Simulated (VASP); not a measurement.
Crystal: MgSi2N2.

```
Mg Si N
1.0
     2.62494   -3.30093    0.00000
     2.62494    3.30093    0.00000
     0.00000    0.00000    4.12570
Mg Si N
1 2 2
Direct
  0.50000 0.50000 0.50000
  0.22425 0.77575 0.00000
  0.77575 0.22425 0.00000
  0.00000 0.00000 0.18755
  0.00000 0.00000 0.81245
```

```yaml
Program: VASP 6.6.1
Task: relaxation of cell and atoms
Functional: PBE
Potentials_or_basis: VASP PAW PBE potentials, release 64 (Mg, Si, N)
Cutoff: 600 eV
k_mesh: 4 × 4 × 4
Occupations: gaussian, width 0.1 eV
Spin: no spin polarisation
```

At the start: pressure 17.4 GPa; volume 14.30 Å³/atom.

Task: How do energy, volume and symmetry change on relaxing?

Result: Over 53 steps the energy falls by 1185.0 meV/atom and the volume is 14.50 Å³/atom (+1.4 %); space group Cmmm (No. 65, to 0.05 Å).

The path:
```csv
step,energy change (eV),largest force (eV/Å),pressure (GPa),volume (Å³)
1,0.0000,4.1485,17.35,71.50
3,-0.7507,1.9556,-4.19,76.25
5,-0.7898,1.2049,-1.06,75.15
7,-1.7856,0.7814,-0.07,73.22
9,-1.8079,1.2669,4.41,71.70
11,-2.0314,0.7918,-3.30,74.38
13,-2.1702,2.2134,-2.36,73.29
15,-2.6254,4.3020,3.53,69.23
17,-2.6964,3.6286,4.97,68.07
19,-2.8488,3.0844,3.58,68.29
21,-3.2536,1.0441,-1.30,69.26
23,-3.3049,0.8273,-3.13,69.83
25,-3.4731,0.8604,-0.13,68.96
27,-3.6064,1.8821,14.33,64.43
29,-3.7900,2.1693,13.51,64.76
31,-3.9522,2.1937,10.87,65.89
33,-4.7899,2.4524,-0.86,73.10
35,-4.9839,3.2139,-7.29,78.58
37,-5.4344,0.8942,-7.46,80.66
39,-5.5593,0.6173,-5.44,79.18
41,-5.7531,0.9210,3.79,72.12
43,-5.8360,0.9542,1.43,71.67
45,-5.8791,0.7378,0.57,72.16
47,-5.9083,0.2553,0.22,72.47
49,-5.9222,0.2207,-0.51,72.85
51,-5.9248,0.0673,-0.18,72.63
53,-5.9251,0.0065,-0.10,72.52
```

Final structure:
```cif
data_structure
_symmetry_space_group_name_H-M 'P 1'
_symmetry_Int_Tables_number 1
_cell_length_a 4.4260
_cell_length_b 4.4260
_cell_length_c 5.3923
_cell_angle_alpha 90.000
_cell_angle_beta 90.000
_cell_angle_gamma 136.644
_cell_volume 72.52
loop_
_atom_site_label
_atom_site_type_symbol
_atom_site_fract_x
_atom_site_fract_y
_atom_site_fract_z
_atom_site_occupancy
Mg1 Mg 0.50000 0.50000 0.50000 1
Si1 Si 0.14783 0.85217 0.00000 1
Si2 Si 0.85217 0.14783 0.00000 1
N1 N 0.00000 0.00000 0.23979 1
N2 N 0.00000 0.00000 0.76021 1
```

Caveat: the k points lie up to 0.52 Å⁻¹ apart in the final cell.
